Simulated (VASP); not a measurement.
# Ge (Imma) in VASP: notebook

The runs below take Ge through single point, with LDA.

Everything below comes from runs of VASP 6.6.1. Logs are shortened: lines on timing, memory, paths and dates and some standing lists are left out, and cuts for length are marked.

## 1. The cell of the first run

It takes space group Imma (No. 74, orthorhombic). Conventional cell: a = 4.992 Å, b = 5.302 Å, c = 2.874 Å, α = 90.00°, β = 90.00°, γ = 90.00°. Within 3.5 Å of Ge (site symmetry mm2) lie 8 Ge at 2.68 to 3.08 Å.

## 2. Single point, LDA

Contents of INCAR:

```
  PREC = Accurate
  ENCUT = 500
  EDIFF = 1E-6
  ISMEAR = 1
  SIGMA = 0.1
  LREAL = False
  LASPH = True
  NELM = 120
  ALGO = Normal
  ISIF = 2
  LWAVE = False
  LCHARG = False
  GGA = CA
  NBANDS = 21
  GGA_COMPAT = False
```

Contents of KPOINTS:

```
regular mesh
0
Gamma
  13 13 13
```

Contents of POSCAR:

```
Ge
1.0
   -2.4958980000      2.6508630000      1.4369470000
    2.4958980000     -2.6508630000      1.4369470000
    2.4958980000      2.6508630000     -1.4369470000
Ge
2
Direct
    0.1859429993      0.9359429993      0.2500000000
    0.8140570007      0.0640570007      0.7500000000
```

Potentials or basis: VASP PAW LDA potentials, release 64 (Ge_d).

Launch:

```
> cat potpaw_LDA.64/Ge_d/POTCAR > POTCAR
> mpirun -np 1 vasp_std > vasp.out
```

OUTCAR:

```text
PREC = Accurate
   ENCUT = 500
   EDIFF = 1E-6
   ISMEAR = 1
   LREAL = False
   LASPH = True
   NELM = 120
   ISIF = 2
   GGA = CA

 ion  position               nearest neighbor table
   1  0.186  0.936  0.250-   2 2.68   2 2.68   2 2.72   2 2.72
   2  0.814  0.064  0.750-   1 2.68   1 2.68   1 2.72   1 2.72

  LATTYP: Found a body centered orthorhombic cell.
 ALAT       =     2.8738940000
 B/A-ratio  =     1.7369450648
 C/A-ratio  =     1.8447882907

  Lattice vectors:

 A1 = (   2.4958980000,  -2.6508630000,   1.4369470000)
 A2 = (  -2.4958980000,  -2.6508630000,  -1.4369470000)
 A3 = (   2.4958980000,   2.6508630000,  -1.4369470000)

Analysis of symmetry for initial positions (statically):
=====================================================================
 Subroutine PRICEL returns:
 Original cell was already a primitive cell.

 Routine SETGRP: Setting up the symmetry group for a
 body centered orthorhombic supercell.

 Subroutine GETGRP returns: Found  8 space group operations
 (whereof  4 operations were pure point group operations)
 out of a pool of  8 trial point group operations.

The static configuration has the point symmetry C_2h.
 The point group associated with its full space group is D_2h.

Analysis of symmetry for dynamics (positions and initial velocities):
=====================================================================
 Subroutine PRICEL returns:
 Original cell was already a primitive cell.

 Routine SETGRP: Setting up the symmetry group for a
 body centered orthorhombic supercell.

 Subroutine GETGRP returns: Found  8 space group operations
 (whereof  4 operations were pure point group operations)
 out of a pool of  8 trial point group operations.

The dynamic configuration has the point symmetry C_2h.
 The point group associated with its full space group is D_2h.

 Subroutine INISYM returns: Found  8 space group operations
 (whereof  4 operations are pure point group operations),
 and found     1 'primitive' translations

----------------------------------------------------------------------------------------

                                     Primitive cell

  volume of cell :      38.0290

  direct lattice vectors                    reciprocal lattice vectors
    -2.495898000  2.650863000  1.436947000     0.000000000  0.188617820  0.347959946
     2.495898000 -2.650863000  1.436947000     0.200328699  0.000000000  0.347959946
     2.495898000  2.650863000 -1.436947000     0.200328699  0.188617820  0.000000000

  length of vectors
     3.914255760  3.914255760  3.914255760     0.395793893  0.401506801  0.275151358

  position of ions in fractional coordinates (direct lattice)
     0.185942999  0.935942999  0.250000000
     0.814057001  0.064057001  0.750000000

  ion indices of the primitive-cell ions
   primitive index   ion index
                 1           1
                 2           2

----------------------------------------------------------------------------------------

 KPOINTS: regular mesh

Automatic generation of k-mesh.
 Grid dimensions read from file:
 generate k-points for:   13   13   13

 Generating k-lattice:

  Cartesian coordinates                     Fractional coordinates (reciprocal lattice)
     0.000000000  0.014509063  0.026766150     0.076923077  0.000000000  0.000000000
     0.015409900  0.000000000  0.026766150     0.000000000  0.076923077  0.000000000
     0.015409900  0.014509063  0.000000000     0.000000000  0.000000000  0.076923077

  Length of vectors
     0.030445684  0.030885139  0.021165489

  Shift w.r.t. Gamma in fractional coordinates (k-lattice)
     0.000000000  0.000000000  0.000000000

 Subroutine IBZKPT returns following result:
 ===========================================

 Found    343 irreducible k-points:

 Following reciprocal coordinates:
            Coordinates               Weight
  0.000000  0.000000  0.000000      1.000000
  0.076923  0.000000  0.000000      4.000000
  0.153846  0.000000 -0.000000      4.000000
  0.230769 -0.000000  0.000000      4.000000
  0.307692  0.000000 -0.000000      4.000000
  0.384615  0.000000  0.000000      4.000000
[... 16 lines left out ...]
  0.153846  0.153846 -0.000000      8.000000
  0.230769  0.153846 -0.000000      8.000000
 [... further k-points ...]
   k-points           NKPTS =    343   k-points in BZ     NKDIM =    343   number of bands    NBANDS=     21
   number of dos      NEDOS =    301   number of ions     NIONS =      2
   total plane-waves  NPLWV =  27000
   dimension x,y,z NGX =    30 NGY =   30 NGZ =   30
   dimension x,y,z NGXF=    60 NGYF=   60 NGZF=   60
   ions per type =               2
   NGX,Y,Z   is equivalent  to a cutoff of  12.74, 12.74, 12.74 a.u.
   NGXF,Y,Z  is equivalent  to a cutoff of  25.48, 25.48, 25.48 a.u.
 SYSTEM =  unknown system
   PREC   = accura    normal or accurate (medium, high low for compatibility)
   ISTART =      0    job   : 0-new  1-cont  2-samecut
   ICHARG =      2    charge: 1-file 2-atom 10-const
   ISPIN  =      1    spin polarized calculation?
   LNONCOLLINEAR =      F non collinear calculations
   LSORBIT =      F    spin-orbit coupling
   LASPH  =      T    aspherical Exc in radial PAW
   ENCUT  =  500.0 eV  36.75 Ry    6.06 a.u.   7.14  7.14  7.14*2*pi/ulx,y,z
   NELM   =    120;   NELMIN=  2; NELMDL= -5     # of ELM steps
   EDIFF  = 0.1E-05   stopping-criterion for ELM
   LREAL  =      F    real-space projection
   EDIFFG = 0.1E-04   stopping-criterion for IOM
   NSW    =      0    number of steps for IOM
   IBRION =     -1    ionic relax: 0-MD 1-quasi-New 2-CG
   NFREE  =      0    steps in history (QN), initial steepest desc. (CG)
   ISIF   =      2    stress and relaxation
   ISYM   =      2    0-nonsym 1-usesym 2-fastsym
   POTIM  = 0.5000    time-step for ionic-motion
   TEBEG  =    0.0;   TEEND  =   0.0 temperature during run
   PSTRESS=    0.0 pullay stress
   NELECT =      28.0000    total number of electrons
   NUPDOWN=      -1.0000    fix difference up-down
   EMIN   =  10.00;   EMAX   =-10.00  energy-range for DOS
   EFERMI =   0.00;   METHOD = LEGACY
   ISMEAR =     1;   SIGMA  =   0.10  broadening in eV -4-tet -1-fermi 0-gaus
   EFERMI_NEDOS =   21; number of points for ismear=-14 and -15
   IALGO  =     38    algorithm
   IMIX   =      4    mixing-type and parameters
     AMIX     =   0.40;   BMIX     =  1.00
     AMIX_MAG =   1.60;   BMIX_MAG =  1.00
  volume/ion in A,a.u.               =      19.01       128.32
  Fermi-wavevector in a.u.,A,eV,Ry     =   1.478277  2.793539 29.732860  2.185304
  Thomas-Fermi vector in A             =   2.592578
   LORBIT       =      0    0 simple, 1 ext, 2 COOP (PROOUT), +10 PAW based schemes
   GGA     = CA    functional components
   LHFCALC =     F    Hartree Fock is set to
   AEXX    =    0.0000 exact exchange contribution
   IVDW    =     0    specifies the selected vdW correction
   LEPSILON=     F    determine dielectric tensor
   LRPA    =     F    only Hartree local field effects (RPA)
 non-spin polarized calculation
 Methfessel and Paxton  Order N= 1 SIGMA  =   0.10
  energy-cutoff  :      500.00
  volume of cell :       38.03
 maximum number of plane-waves:       981
 NGX is ok and might be reduce to    30
   NGX = 15   NGY = 15   NGZ = 15

 number of electron      28.0000014 magnetization

 Free energy of the ion-electron system (eV)
  ---------------------------------------------------
  ext. energy  EPLUGINS =         0.00000000
  ---------------------------------------------------
  free energy    TOTEN  =        -9.98756782 eV

  energy without entropy =       -9.98789416  energy(sigma->0) =       -9.98767660

 E-fermi :   6.2143     XC(G=0): -11.4750

 val. band max:        6.1828019437   @ k =  -0.4615   0.3846   0.0000
 cond. band min:       6.2153586500   @ k =  -0.2308  -0.1538   0.0769
 fundamental gap:      0.0325567062
 Fermi energy:         6.2142519899

 k-point     1 :       0.0000    0.0000    0.0000
  band No.  band energies     occupation
      1     -18.5827      2.00000
      2     -18.5034      2.00000
      3     -18.5020      2.00000
      4     -18.5005      2.00000
      5     -18.4659      2.00000
      6     -18.4287      2.00000
[... 13 lines left out ...]
     20      17.0602      0.00000
     21      18.9520      0.00000

 k-point     2 :       0.0769    0.0000    0.0000
  band No.  band energies     occupation
      1     -18.5782      2.00000
      2     -18.4994      2.00000
      3     -18.4976      2.00000
      4     -18.4930      2.00000
      5     -18.4671      2.00000
      6     -18.4306      2.00000
[... 13 lines left out ...]
     20      17.4756      0.00000
     21      18.2092      0.00000

 k-point     3 :       0.1538    0.0000   -0.0000
  band No.  band energies     occupation
      1     -18.5657      2.00000
      2     -18.4895      2.00000
      3     -18.4846      2.00000
      4     -18.4718      2.00000
      5     -18.4701      2.00000
      6     -18.4344      2.00000
[... 13 lines left out ...]
     20      15.9975      0.00000
     21      18.3968      0.00000

 k-point     4 :       0.2308   -0.0000    0.0000
  band No.  band energies     occupation
      1     -18.5473      2.00000
      2     -18.4796      2.00000
      3     -18.4711      2.00000
      4     -18.4660      2.00000
      5     -18.4441      2.00000
      6     -18.4340      2.00000
[... 13 lines left out ...]
     20      14.7696      0.00000
     21      18.6050      0.00000

 k-point     5 :       0.3077    0.0000   -0.0000
  band No.  band energies     occupation
      1     -18.5263      2.00000
      2     -18.4786      2.00000
      3     -18.4597      2.00000
      4     -18.4567      2.00000
      5     -18.4243      2.00000
      6     -18.4214      2.00000
[... 13 lines left out ...]
     20      14.0895      0.00000
     21      19.3475      0.00000
[... 382 lines left out ...]
     20      15.9950      0.00000
     21      16.8531      0.00000

 k-point    22 :       0.0769    0.1538   -0.0000
  band No.  band energies     occupation
      1     -18.5631      2.00000
      2     -18.4851      2.00000
      3     -18.4837      2.00000
      4     -18.4682      2.00000
      5     -18.4481      2.00000
      6     -18.4280      2.00000
[... 13 lines left out ...]
     20      14.8163      0.00000
     21      16.5087      0.00000

 k-point    23 :       0.1538    0.1538   -0.0000
  band No.  band energies     occupation
      1     -18.5508      2.00000
      2     -18.4824      2.00000
      3     -18.4763      2.00000
      4     -18.4613      2.00000
      5     -18.4458      2.00000
      6     -18.4095      2.00000
[... 13 lines left out ...]
     20      14.1736      0.00000
     21      16.9268      0.00000

 k-point    24 :       0.2308    0.1538   -0.0000
  band No.  band energies     occupation
      1     -18.5373      2.00000
      2     -18.4806      2.00000
      3     -18.4703      2.00000
      4     -18.4615      2.00000
      5     -18.4399      2.00000
      6     -18.4137      2.00000
[... 13 lines left out ...]
     20      14.7515      0.00000
     21      17.8112      0.00000

 [... further k-points ...]
[... 5 lines left out ...]
  --------------------------------------------------------------------------------------
  -------------------------------------------------------------------------------------
  Total       -0.9670571     -1.3019365     -0.8629186      0.0000000     -0.0000000      0.0000000
  in kB      -40.7425170    -54.8511224    -36.3551168      0.0000000     -0.0000000      0.0000000
  external PRESSURE =     -43.9829187 kB  Pullay stress =       0.0000000 kB

 VOLUME and BASIS-vectors are now :
 -----------------------------------------------------------------------------
  energy-cutoff  :      500.00
  volume of cell :       38.03
      direct lattice vectors                 reciprocal lattice vectors
    -2.495898000  2.650863000  1.436947000     0.000000000  0.188617820  0.347959946
     2.495898000 -2.650863000  1.436947000     0.200328699  0.000000000  0.347959946
     2.495898000  2.650863000 -1.436947000     0.200328699  0.188617820  0.000000000

 POSITION                                       TOTAL-FORCE (eV/Angst)
 -----------------------------------------------------------------------------------
      2.49590     -1.32543      1.25285        -0.000000     -0.000000     -0.070687
     -0.00000      3.97629      0.18409         0.000000      0.000000      0.070687
 -----------------------------------------------------------------------------------
    total drift:                                0.000000     -0.000000      0.000000

  FREE ENERGIE OF THE ION-ELECTRON SYSTEM (eV)
  ---------------------------------------------------
  free  energy   TOTEN  =        -9.9875678179 eV

  energy  without entropy=       -9.9878941614  energy(sigma->0) =       -9.98767660
```

It took 6.1 min on 1 thread of Intel Xeon 8259CL, shared host; peak memory 0.31 GiB.

What came out:

- Free energy: -9.9876 eV
- Pressure: -4.4 GPa
- Largest force: 0.071 eV/Å
- Band gap on the k mesh: zero (bands 14 and 15 overlap by 5.38 eV)

Forces in eV/Å, atoms in the order of the input:
```
Ge   0.000  0.000 -0.071
Ge   0.000  0.000  0.071
```

Levels at points of the mesh, in eV from the Fermi level:
| k point | band 10 | band 11 | band 12 | band 13 | band 14 | band 15 | band 16 | band 17 | band 18 | band 19 |
| --- | --- | --- | --- | --- | --- | --- | --- | --- | --- | --- |
| (0.00, 0.00, 0.00) | -24.49 | -13.06 | -3.88 | -2.30 | -1.85 | 3.59 | 6.92 | 7.12 | 7.83 | 8.16 |

Caveat: the cell stands under tension.

## 3. Single point, LDA

Contents of INCAR:

```
PREC     = Accurate       # precision mode
ENCUT    = 500            # plane-wave cutoff, eV
EDIFF    = 1E-6           # SCF threshold, eV
ISMEAR   = 1              # smearing method
SIGMA    = 0.1            # smearing width, eV
LREAL    = F              # projectors in reciprocal space
LASPH    = T              # aspherical terms in the spheres
NELM     = 120            # most SCF steps
ALGO     = Normal         # electronic algorithm
ISIF     = 2              # what is computed and relaxed
LWAVE    = F              # write WAVECAR
LCHARG   = T              # write CHGCAR
LELF     = T              # ELF
LVHAR    = T            
NBANDS   = 21             # bands
GGA_COMPAT= F
```

Contents of KPOINTS:

```
Automatic mesh
0
Gamma
  13 13 13
```

POSCAR is that of step 2.

Potentials or basis: VASP PAW LDA potentials, release 64 (Ge_d).

Launch:

```
> cat potpaw_LDA.64/Ge_d/POTCAR > POTCAR
> mpirun -np 1 vasp_std > vasp.out
```

Wall time 6.3 min (1 thread of Intel Xeon 8259CL, shared host); peak memory 0.3 GiB.

It converged, with:

```
Free energy            : -9.9876 eV
Pressure               : -4.4 GPa
Largest force          : 0.071 eV/Å
Band gap on the k mesh : zero (bands 14 and 15 overlap by 5.38 eV)
```

Forces in eV/Å, atoms in the order of the input:
```
Ge   0.000  0.000 -0.071
Ge   0.000  0.000  0.071
```

Stress tensor (GPa, compression positive):
```
-4.07  0.00  0.00
 0.00 -5.49  0.00
 0.00  0.00 -3.64
```

Levels at points of the mesh, in eV from the Fermi level:
| k point | band 10 | band 11 | band 12 | band 13 | band 14 | band 15 | band 16 | band 17 | band 18 | band 19 |
| --- | --- | --- | --- | --- | --- | --- | --- | --- | --- | --- |
| (0.00, 0.00, 0.00) | -24.49 | -13.06 | -3.88 | -2.30 | -1.85 | 3.59 | 6.92 | 7.12 | 7.83 | 8.16 |

Caveat: the cell stands under tension.
